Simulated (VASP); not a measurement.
Input of a VASP 6.6.1 run:

File INCAR:

```
SYSTEM = Co
ALGO = Normal
EDIFF = 1E-7
EDIFFG = -0.005
ENCUT = 600
GGA = PS
IBRION = 2
ISIF = 3
ISMEAR = -1
ISPIN = 2
IVDW = 13
LASPH = .True.
LCHARG = .False.
LMAXMIX = 4
LORBIT = 11
LREAL = .False.
LWAVE = .False.
MAGMOM = 2 2
NELM = 150
NSW = 80
PREC = Accurate
SIGMA = 0.05
```

KPOINTS

```
k-points
0
Gamma
  12 12 7
  0 0 0
```

Contents of POSCAR:

```
Co
1.0
    2.4719999032      0.0000000000      0.0000000000
   -1.2359999516      2.1408147143      0.0000000000
    0.0000000000      0.0000000000      4.0211440800
Co
2
Direct
    0.6666666667      0.3333333333      0.7500000000
    0.3333333333      0.6666666667      0.2500000000
```

Potentials or basis: VASP PAW PBE potentials, release 64 (Co).

Launch:

```bash
$ cat potpaw_PBE.64/Co/POTCAR > POTCAR
$ mpirun -np 1 vasp_std > vasp.out
```

Task: Predict the space group after relaxing (to 0.05 Å).

Result: P6_3/mmc (No. 194).

Task: What does it give for the relaxed volume?

Result: 10.16 Å³/atom.

The path:
```tsv
step	energy change (eV)	largest force (eV/Å)	pressure (GPa)	volume (Å³)
1	0.0000	0.0000	-10.06	21.28
2	0.0135	0.0000	15.19	19.29
3	-0.0323	0.0000	-0.03	20.32
4	-0.0323	0.0000	0.19	20.31
5	-0.0325	0.0000	0.12	20.31
6	-0.0325	0.0000	0.10	20.31
7	-0.0325	0.0000	-0.09	20.33
8	-0.0325	0.0000	-0.02	20.32
```

Caveat: the PAW data sets were made with another functional, which shifts forces and pressure a little; pairwise dispersion overbinds metals, which lowers pressure and volume.
